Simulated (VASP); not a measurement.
Sc, 1 atom in the cell. It takes space group Fm-3m (No. 225, cubic). The conventional cell has a = 4.643 Å, b = 4.643 Å, c = 4.643 Å, α = 90.00°, β = 90.00°, γ = 90.00°. Within 4.3 Å of Sc (site symmetry m-3m) lie 12 Sc at 3.28 Å. 

```yaml
Program: VASP 6.6.1
Task: single point
Functional: PBE
Potentials_or_basis: VASP PAW PBE potentials, release 64 (Sc_sv)
Cutoff: 500 eV
k_mesh: 8 × 8 × 8
Occupations: gaussian, width 0.05 eV
Spin: no spin polarisation
Dipole_correction: no
Further_INCAR_settings: ALGO = Normal; EDIFF = 1e-06; NBANDS = 12
```

Potentials or basis: VASP PAW PBE potentials, release 64 (Sc_sv).

The run is started by

```sh
$ cat potpaw_PBE.64/Sc_sv/POTCAR > POTCAR
$ mpirun -np 1 vasp_std > vasp.out
```

Hardware: 1 thread of Intel Xeon 8259CL, on a shared host.

How long does it take, and how much memory?

Run time: 12 s on 1 thread of Intel Xeon 8259CL (shared host), peak memory 0.14 GiB. Counts: scf iterations 12, k points 29.
